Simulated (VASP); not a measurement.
# Rh (I4/mmm) in VASP: a series of runs

Rh is run at these levels: PBEsol; tasks: single point.

All numbers are computed with VASP 6.6.1; they aren't measurements. Logs are shortened: lines on timing, memory, paths and dates and some standing lists are left out, and cuts for length are marked.

## (1) The cell of the first run

It takes space group I4/mmm (No. 139, tetragonal). The conventional cell has a = 2.673 Å, b = 2.673 Å, c = 3.402 Å, α = 90.00°, β = 90.00°, γ = 90.00°. Rh (site symmetry 4/mmm) has 14 Rh at 2.54 to 3.40 Å within 3.5 Å.

## (2) Single point, PBEsol (strain -0.1000 x Voigt [0, 1, 0, 0, 0, 0])

The input, INCAR:

```
SYSTEM = Rh
  ALGO = Fast
  EDIFF = 1E-6
  ENCUT = 520
  GGA = PS
  ISIF = 2
  ISMEAR = 0
  LASPH = .True.
  LCHARG = .False.
  LREAL = .False.
  LWAVE = .False.
  NBANDS = 14
  NELM = 60
  PREC = Accurate
  SIGMA = 0.15
```

The input, KPOINTS:

```
k-points
0
Gamma
  28 28 28
  0 0 0
```

The input, POSCAR:

```
Rh
1.0
    0.0000000000      1.7009969223      1.8899965803
    1.8899965803      0.0000000000      1.8899965803
    1.8899965803      1.7009969223      0.0000000000
Rh
1
Direct
    0.0000000000      0.0000000000      0.0000000000
```

Potentials or basis: VASP PAW PBE potentials, release 64 (Rh_pv).

Started as:

```console
$ cat potpaw_PBE.64/Rh_pv/POTCAR > POTCAR
$ mpirun -np 1 vasp_std > vasp.out
```

OUTCAR:

```text
SYSTEM = Rh
   EDIFF = 1E-6
   ENCUT = 520
   GGA = PS
   ISIF = 2
   ISMEAR = 0
   LASPH = .True.
   LREAL = .False.
   NELM = 60
   PREC = Accurate

 ion  position               nearest neighbor table
   1  0.000  0.000  0.000-

  LATTYP: Found a body centered tetragonal cell.
 ALAT       =     2.6728587967
 C/A-ratio  =     1.2727922062

  Lattice vectors:

 A1 = (   0.0000000000,  -1.7009969223,   1.8899965803)
 A2 = (   0.0000000000,  -1.7009969223,  -1.8899965803)
 A3 = (   1.8899965803,   1.7009969223,   0.0000000000)

Analysis of symmetry for initial positions (statically):
=====================================================================
 Subroutine PRICEL returns:
 Original cell was already a primitive cell.

 Routine SETGRP: Setting up the symmetry group for a
 body centered tetragonal supercell.

 Subroutine GETGRP returns: Found 16 space group operations
 (whereof 16 operations were pure point group operations)
 out of a pool of 16 trial point group operations.

The static configuration has the point symmetry D_4h.

Analysis of symmetry for dynamics (positions and initial velocities):
=====================================================================
 Subroutine PRICEL returns:
 Original cell was already a primitive cell.

 Routine SETGRP: Setting up the symmetry group for a
 body centered tetragonal supercell.

 Subroutine GETGRP returns: Found 16 space group operations
 (whereof 16 operations were pure point group operations)
 out of a pool of 16 trial point group operations.

The dynamic configuration has the point symmetry D_4h.

 Subroutine INISYM returns: Found 16 space group operations
 (whereof 16 operations are pure point group operations),
 and found     1 'primitive' translations

----------------------------------------------------------------------------------------

                                     Primitive cell

  volume of cell :      12.1522

  direct lattice vectors                    reciprocal lattice vectors
     0.000000000  1.700996922  1.889996580    -0.264550743  0.293945270  0.264550743
     1.889996580  0.000000000  1.889996580     0.264550743 -0.293945270  0.264550743
     1.889996580  1.700996922  0.000000000     0.264550743  0.293945270 -0.264550743

  length of vectors
     2.542730344  2.672858797  2.542730344     0.475791985  0.475791985  0.475791985

  position of ions in fractional coordinates (direct lattice)
     0.000000000  0.000000000  0.000000000

  ion indices of the primitive-cell ions
   primitive index   ion index
                 1           1

----------------------------------------------------------------------------------------

 KPOINTS: k-points

Automatic generation of k-mesh.
 Grid dimensions read from file:
 generate k-points for:   28   28   28

 Generating k-lattice:

  Cartesian coordinates                     Fractional coordinates (reciprocal lattice)
    -0.009448241  0.010498045  0.009448241     0.035714286  0.000000000  0.000000000
     0.009448241 -0.010498045  0.009448241     0.000000000  0.035714286  0.000000000
     0.009448241  0.010498045 -0.009448241     0.000000000  0.000000000  0.035714286

  Length of vectors
     0.016992571  0.016992571  0.016992571

  Shift w.r.t. Gamma in fractional coordinates (k-lattice)
     0.000000000  0.000000000  0.000000000

 Subroutine IBZKPT returns following result:
 ===========================================

 Found   1639 irreducible k-points:

 Following reciprocal coordinates:
            Coordinates               Weight
  0.000000  0.000000  0.000000      1.000000
  0.035714  0.000000  0.000000      8.000000
  0.071429  0.000000  0.000000      8.000000
  0.107143  0.000000  0.000000      8.000000
  0.142857  0.000000  0.000000      8.000000
  0.178571  0.000000  0.000000      8.000000
[... 16 lines left out ...]
  0.285714  0.035714  0.000000     16.000000
  0.321429  0.035714  0.000000     16.000000
 [... further k-points ...]
   k-points           NKPTS =   1639   k-points in BZ     NKDIM =   1639   number of bands    NBANDS=     14
   number of dos      NEDOS =    301   number of ions     NIONS =      1
   total plane-waves  NPLWV =   8000
   dimension x,y,z NGX =    20 NGY =   20 NGZ =   20
   dimension x,y,z NGXF=    40 NGYF=   40 NGZF=   40
   ions per type =               1
   NGX,Y,Z   is equivalent  to a cutoff of  13.08, 12.44, 13.08 a.u.
   NGXF,Y,Z  is equivalent  to a cutoff of  26.15, 24.88, 26.15 a.u.
 SYSTEM =  Rh
   PREC   = accura    normal or accurate (medium, high low for compatibility)
   ISTART =      0    job   : 0-new  1-cont  2-samecut
   ICHARG =      2    charge: 1-file 2-atom 10-const
   ISPIN  =      1    spin polarized calculation?
   LNONCOLLINEAR =      F non collinear calculations
   LSORBIT =      F    spin-orbit coupling
   LASPH  =      T    aspherical Exc in radial PAW
   ENCUT  =  520.0 eV  38.22 Ry    6.18 a.u.   4.73  4.97  4.73*2*pi/ulx,y,z
   NELM   =     60;   NELMIN=  2; NELMDL= -5     # of ELM steps
   EDIFF  = 0.1E-05   stopping-criterion for ELM
   LREAL  =      F    real-space projection
[... 7 lines left out ...]
   TEBEG  =    0.0;   TEEND  =   0.0 temperature during run
   PSTRESS=    0.0 pullay stress
   NELECT =      15.0000    total number of electrons
   NUPDOWN=      -1.0000    fix difference up-down
   EMIN   =  10.00;   EMAX   =-10.00  energy-range for DOS
   EFERMI =   0.00;   METHOD = LEGACY
   ISMEAR =     0;   SIGMA  =   0.15  broadening in eV -4-tet -1-fermi 0-gaus
   EFERMI_NEDOS =   21; number of points for ismear=-14 and -15
   IALGO  =     68    algorithm
   IMIX   =      4    mixing-type and parameters
     AMIX     =   0.40;   BMIX     =  1.00
     AMIX_MAG =   1.60;   BMIX_MAG =  1.00
  volume/ion in A,a.u.               =      12.15        82.01
  Fermi-wavevector in a.u.,A,eV,Ry     =   1.756117  3.318580 41.959636  3.083946
  Thomas-Fermi vector in A             =   2.825730
   LORBIT       =      0    0 simple, 1 ext, 2 COOP (PROOUT), +10 PAW based schemes
   GGA     = PS    functional components
   LHFCALC =     F    Hartree Fock is set to
   AEXX    =    0.0000 exact exchange contribution
   IVDW    =     0    specifies the selected vdW correction
   LEPSILON=     F    determine dielectric tensor
   LRPA    =     F    only Hartree local field effects (RPA)
 non-spin polarized calculation
 RMM-DIIS sequential band-by-band and
 Gauss-broadening in eV      SIGMA  =   0.15
  energy-cutoff  :      520.00
  volume of cell :       12.15
 maximum number of plane-waves:       344
   NGX =  9   NGY =  9   NGZ =  9

 number of electron      15.0000004 magnetization

 Free energy of the ion-electron system (eV)
  ---------------------------------------------------
  ext. energy  EPLUGINS =         0.00000000
  ---------------------------------------------------
  free energy    TOTEN  =        -7.90082671 eV

  energy without entropy =       -7.88803203  energy(sigma->0) =       -7.89442937

 E-fermi :  14.1514     XC(G=0): -15.0248

 val. band max:       14.1507551347   @ k =   0.3571   0.4286   0.0714
 cond. band min:      14.1537919765   @ k =   0.5000   0.2857   0.1071
 fundamental gap:      0.0030368418
 Fermi energy:        14.1513978455

 k-point     1 :       0.0000    0.0000    0.0000
  band No.  band energies     occupation
      1     -32.3744      2.00000
      2     -32.3744      2.00000
      3     -32.3039      2.00000
      4       5.1843      2.00000
      5      10.1064      2.00000
      6      10.1064      2.00000
      7      11.3265      2.00000
      8      12.1464      2.00000
      9      13.6591      2.00000
     10      30.1465      0.00000
     11      34.2395      0.00000
     12      34.8336      0.00000
     13      34.8336      0.00000
     14      39.0735      0.00000

 k-point     2 :       0.0357    0.0000    0.0000
  band No.  band energies     occupation
      1     -32.3841      2.00000
      2     -32.3773      2.00000
      3     -32.3099      2.00000
      4       5.2434      2.00000
      5      10.1031      2.00000
      6      10.1301      2.00000
      7      11.3223      2.00000
      8      12.1400      2.00000
      9      13.6373      2.00000
     10      30.2404      0.00000
     11      34.2390      0.00000
     12      34.7429      0.00000
     13      34.9244      0.00000
     14      38.8405      0.00000

 k-point     3 :       0.0714    0.0000    0.0000
  band No.  band energies     occupation
      1     -32.4187      2.00000
      2     -32.3861      2.00000
      3     -32.3219      2.00000
      4       5.4172      2.00000
      5      10.0891      2.00000
      6      10.1953      2.00000
      7      11.3177      2.00000
      8      12.1280      2.00000
      9      13.5761      2.00000
     10      30.5106      0.00000
     11      34.2340      0.00000
     12      34.4244      0.00000
     13      35.1938      0.00000
     14      38.5175      0.00000
[... 324 lines left out ...]
 k-point    23 :       0.2857    0.0357    0.0000
  band No.  band energies     occupation
      1     -33.0059      2.00000
      2     -32.5074      2.00000
      3     -32.3812      2.00000
      4       7.2113      2.00000
      5      10.1738      2.00000
      6      10.5678      2.00000
      7      11.5031      2.00000
      8      13.1458      2.00000
      9      13.6273      2.00000
     10      29.5781      0.00000
     11      32.0302      0.00000
     12      34.2424      0.00000
     13      38.9546      0.00000
     14      40.5279      0.00000

 k-point    24 :       0.3214    0.0357    0.0000
  band No.  band energies     occupation
      1     -33.1252      2.00000
      2     -32.5332      2.00000
      3     -32.3891      2.00000
      4       7.2451      2.00000
      5      10.0563      2.00000
      6      11.1411      2.00000
      7      11.4595      2.00000
      8      13.5975      2.00000
      9      13.8493      1.99560
     10      28.5610      0.00000
     11      31.4846      0.00000
     12      34.2429      0.00000
     13      39.2962      0.00000
     14      39.7318      0.00000

 [... further k-points ...]

------------------------ aborting loop because EDIFF is reached ----------------------------------------

  FORCE on cell =-STRESS in cart. coord.  units (eV):
  Direction    XX          YY          ZZ          XY          YZ          ZX
  --------------------------------------------------------------------------------------
  -------------------------------------------------------------------------------------
  Total        2.4319492      4.7906894      2.4319492      0.0000000     -0.0000000      0.0000000
  in kB      320.6339662    631.6158791    320.6339662      0.0000000     -0.0000000      0.0000000
  external PRESSURE =     424.2946038 kB  Pullay stress =       0.0000000 kB

 VOLUME and BASIS-vectors are now :
 -----------------------------------------------------------------------------
  energy-cutoff  :      520.00
  volume of cell :       12.15
      direct lattice vectors                 reciprocal lattice vectors
     0.000000000  1.700996922  1.889996580    -0.264550743  0.293945270  0.264550743
     1.889996580  0.000000000  1.889996580     0.264550743 -0.293945270  0.264550743
     1.889996580  1.700996922  0.000000000     0.264550743  0.293945270 -0.264550743

 POSITION                                       TOTAL-FORCE (eV/Angst)
 -----------------------------------------------------------------------------------
      0.00000      0.00000      0.00000         0.000000      0.000000      0.000000
 -----------------------------------------------------------------------------------
    total drift:                               -0.000000     -0.000000     -0.000000

  FREE ENERGIE OF THE ION-ELECTRON SYSTEM (eV)
  ---------------------------------------------------
  free  energy   TOTEN  =        -7.9008267131 eV

  energy  without entropy=       -7.8880320320  energy(sigma->0) =       -7.89442937
```

Run time: 2 min. Hardware: 1 thread of AMD EPYC 9R45 (Zen 5), shared host; peak memory 0.31 GiB.

What came out:

```yaml
Free_energy: -7.9008 eV
Pressure: 42.4 GPa
Band_gap_on_the_k_mesh: zero (an odd number of electrons rules out a gap without spin polarisation)
```

Levels at points of the mesh, in eV from the Fermi level:
```
           k point  band 4  band 5  band 6  band 7  band 8  band 9  band 10  band 11
(0.00, 0.00, 0.00)   -8.97   -4.04   -4.04   -2.82   -2.00   -0.49    16.00    20.09
(0.50, 0.00, 0.00)   -7.26   -4.51   -3.02    0.37    0.61    1.14    10.08    15.21
(0.50, 0.50, 0.00)   -7.55   -7.01    0.62    0.67    1.71    2.61    12.91    13.92
(0.50, 0.00, 0.50)   -7.63   -7.28    0.72    1.31    1.31    5.17    12.70    12.70
```

Caveat: the cell differs from its parent crystal (strain -0.1000 x Voigt [0, 1, 0, 0, 0, 0]); the stress differs along the axes, from 32 to 63 GPa; the PAW data sets were made with another functional, which shifts forces and pressure a little.

## (3) Single point, PBEsol (strain -0.0750 x Voigt [0, 1, 0, 0, 0, 0])

The input, INCAR:

```
PREC = Accurate
ENCUT = 520
EDIFF = 1E-6
ISMEAR = 0
SIGMA = 0.15
LREAL = False
LASPH = True
NELM = 60
ALGO = Fast
ISIF = 2
LWAVE = False
LCHARG = False
GGA = PS
NBANDS = 14
```

The input, KPOINTS:

```
Automatic mesh
0
Gamma
  28 28 28
```

The input, POSCAR:

```
Rh
1.0
    0.0000000000      1.7482468368      1.8899965803
    1.8899965803      0.0000000000      1.8899965803
    1.8899965803      1.7482468368      0.0000000000
Rh
1
Direct
    0.0000000000      0.0000000000      0.0000000000
```

Potentials or basis: VASP PAW PBE potentials, release 64 (Rh_pv).

Started as:

```console
$ cat potpaw_PBE.64/Rh_pv/POTCAR > POTCAR
$ mpirun -np 1 vasp_std > vasp.out
```

Run time: 2 min. Hardware: 1 thread of AMD EPYC 9R45 (Zen 5), shared host; peak memory 0.32 GiB.

The run converged. Its results:

```
Free energy            : -8.0141 eV
Pressure               : 29.0 GPa
Band gap on the k mesh : zero (an odd number of electrons rules out a gap without spin polarisation)
```

Stress tensor (GPa, compression positive):
```
21.41  0.00  0.00
 0.00 44.18  0.00
 0.00  0.00 21.41
```

Levels at points of the mesh, in eV from the Fermi level:
```
           k point  band 5  band 6  band 7  band 8  band 9  band 10
(0.00, 0.00, 0.00)   -3.83   -3.83   -2.94   -1.72   -0.61    15.94
(0.50, 0.00, 0.00)   -4.17   -3.12    0.43    0.59    0.97     9.70
(0.50, 0.50, 0.00)   -6.80    0.63    0.76    1.53    2.76    12.78
(0.50, 0.00, 0.50)   -6.97    0.66    1.23    1.23    4.60    12.86
```

Caveat: the cell differs from its parent crystal (strain -0.0750 x Voigt [0, 1, 0, 0, 0, 0]); the stress differs along the axes, from 21 to 44 GPa; the PAW data sets were made with another functional, which shifts forces and pressure a little.

## (4) Single point, PBEsol (strain -0.0500 x Voigt [0, 1, 0, 0, 0, 0])

The input, INCAR:

```
ALGO     = Fast           # electronic algorithm
EDIFF    = 1E-6           # SCF threshold, eV
ENCUT    = 520            # plane-wave cutoff, eV
GGA      = PS             # functional
ISIF     = 2              # what is computed and relaxed
ISMEAR   = 0              # smearing method
LASPH    = True           # aspherical terms in the spheres
LCHARG   = True           # write CHGCAR
LELF     = True           # ELF
LREAL    = False          # projectors in reciprocal space
LVHAR    = True         
LWAVE    = False          # write WAVECAR
NBANDS   = 14             # bands
NELM     = 100            # most SCF steps
PREC     = Accurate       # precision mode
SIGMA    = 0.15           # smearing width, eV
```

The input, KPOINTS:

```
k-points
0
Gamma
  28 28 28
```

The input, POSCAR:

```
Rh
1.0
    0.0000000000      1.7954967513      1.8899965803
    1.8899965803      0.0000000000      1.8899965803
    1.8899965803      1.7954967513      0.0000000000
Rh
1
Direct
    0.0000000000      0.0000000000      0.0000000000
```

Started as:

```console
$ cat potpaw_PBE.64/Rh_pv/POTCAR > POTCAR
$ mpirun -np 1 vasp_std > vasp.out
```

It took 2.1 min on 1 thread of AMD EPYC 9R45 (Zen 5), shared host; peak memory 0.33 GiB.

The run converged. Its results:

```
Free energy            : -8.0896 eV
Pressure               : 17.7 GPa
Band gap on the k mesh : zero (an odd number of electrons rules out a gap without spin polarisation)
```

Stress tensor (GPa, compression positive):
```
12.79  0.00  0.00
 0.00 27.39  0.00
 0.00  0.00 12.79
```

Levels at points of the mesh, in eV from the Fermi level:
| k point | band 5 | band 6 | band 7 | band 8 | band 9 | band 10 |
| --- | --- | --- | --- | --- | --- | --- |
| (0.00, 0.00, 0.00) | -3.62 | -3.62 | -3.04 | -1.47 | -0.74 | 15.91 |
| (0.50, 0.00, 0.00) | -3.85 | -3.19 | 0.50 | 0.60 | 0.83 | 9.36 |
| (0.50, 0.50, 0.00) | -6.59 | 0.63 | 0.85 | 1.36 | 2.91 | 12.66 |
| (0.50, 0.00, 0.50) | -6.67 | 0.62 | 1.16 | 1.16 | 4.08 | 13.02 |

Caveat: the cell differs from its parent crystal (strain -0.0500 x Voigt [0, 1, 0, 0, 0, 0]); the stress differs along the axes, from 13 to 27 GPa; the PAW data sets were made with another functional, which shifts forces and pressure a little.

## (5) Overview

| cell | gap on the mesh (eV) | pressure (GPa) |
| --- | --- | --- |
| a = 2.543, b = 2.673 Å, angles 58.3, 63.4, 58.3°, 1 atom | none | 42.4 |
| a = 2.575, b = 2.673 Å, angles 58.7, 62.5, 58.7°, 1 atom | none | 29.0 |
| a = 2.607, b = 2.673 Å, angles 59.2, 61.7, 59.2°, 1 atom | none | 17.7 |

Alike in all rows: task single point; level PBEsol; potentials or basis VASP PAW PBE potentials, release 64 (Rh_pv); no spin polarisation; k mesh 28 × 28 × 28; cutoff (eV) 520; smearing gaussian 0.15 eV.

Caveats: the PAW data sets were made with another functional, which shifts forces and pressure a little; the stress differs along the axes, from 32 to 63 GPa (at least some runs); the stress differs along the axes, from 21 to 44 GPa (at least some runs); the stress differs along the axes, from 13 to 27 GPa (at least some runs).

Total energies depend on the potentials used, so only differences within one code and one set of settings carry meaning.
